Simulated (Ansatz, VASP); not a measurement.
**Two plane-wave programs on Ge**

File INCAR:

```
SYSTEM = Ge
PREC = Accurate ; ENCUT = 520
EDIFF = 1E-6 ; ISMEAR = -1
SIGMA = 0.02 ; LREAL = .False.
LASPH = .True. ; NELM = 100
ALGO = Normal ; ISIF = 2
LWAVE = .False. ; LCHARG = .True.
GGA = PE ; LELF = .True.
LVHAR = .True. ; NBANDS = 36
```

Contents of KPOINTS:

```
Automatic mesh
0
Gamma
  12 12 4
  0 0 0
```

File POSCAR:

```
Ge
1.0
    3.9976152084      0.0000000000      0.0000000000
   -1.9988076042      3.4620363250      0.0000000000
    0.0000000000      0.0000000000      6.5928195194
Ge
4
Direct
    0.3333333333      0.6666666667      0.0003695991
    0.6666666667      0.3333333333      0.5003695991
    0.3333333333      0.6666666667      0.3746304009
    0.6666666667      0.3333333333      0.8746304009
```

Input for Ansatz:

```yaml
crystal:
  lattice:
    - [3.9976152084, 0.0, 0.0]
    - [-1.9988076042, 3.462036325, 0.0]
    - [0.0, 0.0, 6.5928195194]
  atoms:
    - { symbol: Ge, position: [0.3333333333, 0.6666666667, 0.0003695991] }
    - { symbol: Ge, position: [0.6666666667, 0.3333333333, 0.5003695991] }
    - { symbol: Ge, position: [0.3333333333, 0.6666666667, 0.3746304009] }
    - { symbol: Ge, position: [0.6666666667, 0.3333333333, 0.8746304009] }
kpoints:
  mp_grid: { grid: [12, 12, 4] }
  band_path:
    path:
      - [0.0, 0.0, 0.0]
      - [0.5, 0.0, 0.0]
      - [0.3333333333, 0.3333333333, 0.0]
      - [0.0, 0.0, 0.5]
      - [0.5, 0.0, 0.5]
      - [0.3333333333, 0.3333333333, 0.5]
      - [0.0, 0.0, 0.05]
      - [0.0, 0.0, 0.15]
    npoints: 1
hamiltonian:
  xc: pbe
scf:
  occupations: { method: fermi_dirac, width: 0.02 }
  n_extra_bands: 5
output:
  forces: true
  stress: true
  eigenvalues: true
```

Alike in both runs: task single point; functional PBE; k mesh 12 × 12 × 4; occupations fermi-dirac, width 0.02 eV; no spin polarisation.

```csv
,VASP,Ansatz
version,VASP 6.6.1,Ansatz 0.2.0
potentials or method,"VASP PAW PBE potentials, release 64 (Ge_d)","plane waves, PAW"
plane-wave cutoff (eV),520,420
valence electrons in the cell,56,56
```

VASP gave:

```
pressure (GPa)                     : 2.9
rms of the force components (eV/Å) : 0.005
```

Task: What did Ansatz give for the same quantities?

Result: Pressure (GPa): 3.0; rms of the force components (eV/Å): 0.006.

Atom by atom the forces differ by 0.000 eV/Å (rms over components).
